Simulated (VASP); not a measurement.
## KBr: single point with PBE

KBr:

```
K Br
1.0
     0.00000    3.29250    3.29250
     3.29250    0.00000    3.29250
     3.29250    3.29250    0.00000
K Br
1 1
Direct
  0.00000 0.00000 0.00000
  0.50438 0.50438 0.50438
```

This cell differs from its parent crystal: atom 2 (Br) moved by [0.028868, 0.028868, 0.028868] A.

```yaml
Program: VASP 6.6.1
Task: single point
Functional: PBE
Potentials_or_basis: VASP PAW PBE potentials, release 64 (K_sv, Br)
Cutoff: 520 eV
k_mesh: 7 × 7 × 7
Occupations: fermi-dirac, width 0.01 eV
Spin: no spin polarisation
Dipole_correction: no
Further_INCAR_settings: ALGO = Normal; EDIFF = 1e-06; NBANDS = 15
```

The pressure is 0.9 GPa and the largest force is 0.064 eV/Å. The band gap on the k mesh is 4.45 eV, direct.

Forces on the atoms (eV/Å):
```
K    0.037  0.037  0.037
Br  -0.037 -0.037 -0.037
```

Levels at points of the mesh, in eV from the valence-band top:
| k point | band 4 | band 5 | band 6 | band 7 | band 8 | band 9 | band 10 | band 11 | band 12 | band 13 |
| --- | --- | --- | --- | --- | --- | --- | --- | --- | --- | --- |
| (0.00, 0.00, 0.00) | -11.24 | -11.24 | 0.00 | 0.00 | 0.00 | 4.45 | 7.61 | 7.61 | 7.61 | 8.44 |

It took 21 s on 1 thread of Intel(R) Xeon(R) Platinum 8559C (Emerald Rapids) (shared host), peak memory 0.23 GiB.

Caveat: the cell differs from its parent crystal (atom 2 (Br) moved by [0.028868, 0.028868, 0.028868] A).
